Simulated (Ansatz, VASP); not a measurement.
One calculation of Be, two programs

File POSCAR:

```
Be
1.0
    2.2645998697      0.0000000000      0.0000000000
   -1.1322999349      1.9612010165      0.0000000000
    0.0000000000      0.0000000000      3.5612588026
Be
2
Direct
    0.3333333333      0.6666666667      0.2500000000
    0.6666666667      0.3333333333      0.7500000000
```

INCAR.step1

```
SYSTEM = Be
ALGO = Normal
EDIFF = 1E-4
ENCUT = 520
GGA = PE
ISMEAR = -1
LASPH = .TRUE.
LCHARG = .FALSE.
LREAL = .FALSE.
LWAVE = .TRUE.
NBANDS = 9
NELM = 60
PREC = Accurate
SIGMA = 0.1
```

The input INCAR.step2:

```
SYSTEM = Be
ALGO = Normal
EDIFF = 1E-6
ENCUT = 520
ISIF = 2
ISMEAR = -1
ISTART = 1
LASPH = .TRUE.
LCHARG = .FALSE.
LMIXTAU = .TRUE.
LREAL = .FALSE.
LWAVE = .FALSE.
METAGGA = R2SCAN
NBANDS = 9
NELM = 60
PREC = Accurate
SIGMA = 0.1
```

The input KPOINTS:

```
k-points
0
G
  16 16 9
  0 0 0
```

Input for Ansatz:

```yaml
crystal:
  lattice:
    - [2.2645998697, 0.0, 0.0]
    - [-1.1322999349, 1.9612010165, 0.0]
    - [0.0, 0.0, 3.5612588026]
  atoms:
    - { symbol: Be, position: [0.3333333333, 0.6666666667, 0.25] }
    - { symbol: Be, position: [0.6666666667, 0.3333333333, 0.75] }
hamiltonian:
  xc: r2scan
  pseudopotentials:
    kind: paw
    azcp:
      Be: "pseudopotentials/Be.paw.azcp"
basis:
  ecutwfc: 600
  fft_grid_basis: typed
kpoints:
  mp_grid: { grid: [16, 16, 9], shift: [0, 0, 0] }
magnetization:
  spin_polarized: false
scf:
  occupations: { method: fermi_dirac, width: 0.1 }
  lower_state_search: "off"
output:
  stress: true
```

Alike in both runs: task single point; functional r2SCAN; k mesh 16 × 16 × 9; occupations fermi-dirac, width 0.1 eV; no spin polarisation.

```csv
,VASP,Ansatz
version,VASP 6.6.1,Ansatz 0.2.0
potentials or method,"VASP PAW PBE potentials, release 64 (Be), cutoff 520 eV","plane waves (600 eV) with PAW, scalar-relativistic"
valence electrons in the cell,4,4
```

```csv
,VASP,Ansatz,Ansatz less VASP
pressure (GPa),0.2,0.0,-0.20
"traceless stress, the component that is largest in VASP (GPa)",0.06,0.00,-0.063
```

VASP's potentials were made for PBE, not for r2SCAN. The functional is the same, so the differences come from potentials, cutoffs and numerics.
